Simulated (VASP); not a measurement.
**Ni: single point with revPBE**

Crystal: Ni.

```
Ni
1.0
     0.00000    1.77183    1.77183
     1.77183    0.00000    1.77183
     1.77183    1.77183    0.00000
Ni
1
Direct
  0.00000 0.00000 0.00000
```

```yaml
Program: VASP 6.6.1
Task: single point
Functional: revPBE
Potentials_or_basis: VASP PAW PBE potentials, release 64 (Ni)
Cutoff: 520 eV
k_mesh: 15 × 15 × 15
Occupations: fermi-dirac, width 0.05 eV
Spin: non-collinear spin, typed start, spin-orbit coupling
Starting_moments: "[[0.0, 0.0, 0.685]] μB"
```

```yaml
Pressure: 0.2 GPa
Net_moment: 0.65 μB per cell
Valence_electrons_inside_the_program's_atomic_spheres: Ni 9.27
```

Moments on the atoms (μB; x, y, z):
```
Ni  0.00 0.00 0.66
```

It took 3.6 min on 1 thread of Intel(R) Xeon(R) 6975P-C (Granite Rapids), with other jobs on the host, peak memory 0.28 GiB.

Caveat: the PAW data sets were made with another functional, which shifts forces and pressure a little.
